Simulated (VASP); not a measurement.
Input of a VASP 6.6.1 run:

Contents of POSCAR:

```
Mn
1.0
   -1.3936936485      1.3936936485      1.3936936485
    1.3936936485     -1.3936936485      1.3936936485
    1.3936936485      1.3936936485     -1.3936936485
Mn
1
Direct
    0.0000000000      0.0000000000      0.0000000000
```

Contents of INCAR.step1:

```
PREC = Accurate ; ENCUT = 520
ISMEAR = -1 ; SIGMA = 0.05
LREAL = False ; LASPH = True
NELM = 150 ; ISPIN = 2
MAGMOM = 3 ; LMAXMIX = 4
NBANDS = 16 ; GGA = PE
ALGO = Normal ; EDIFF = 1E-4
LWAVE = True ; LCHARG = False
```

File INCAR.step2:

```
PREC = Accurate ; ENCUT = 520
EDIFF = 1E-6 ; ISMEAR = -1
SIGMA = 0.05 ; LREAL = False
LASPH = True ; NELM = 150
ALGO = Normal ; ISIF = 2
LWAVE = False ; LCHARG = False
ISPIN = 2 ; MAGMOM = 3
LORBIT = 11 ; LMAXMIX = 4
METAGGA = R2SCAN ; LMIXTAU = True
NBANDS = 16 ; ISTART = 1
```

The input KPOINTS:

```
Automatic mesh
0
Gamma
  15 15 15
```

Potentials or basis: VASP PAW PBE potentials, release 64 (Mn_pv).

Command:

```console
$ cat potpaw_PBE.64/Mn_pv/POTCAR > POTCAR
$ cp INCAR.step1 INCAR
$ mpirun -np 1 vasp_std > vasp.out
$ cp INCAR.step2 INCAR
$ mpirun -np 1 vasp_std > vasp.out
```

(1) Predict the site moments.

(2) Predict the pressure.

(3) What does it give for the net moment?

Results:

(1) Mn +1.18 μB.

(2) 0.3 GPa.

(3) 1.15 μB per cell.

Caveat: the PAW data sets were made with another functional, which shifts forces and pressure a little.
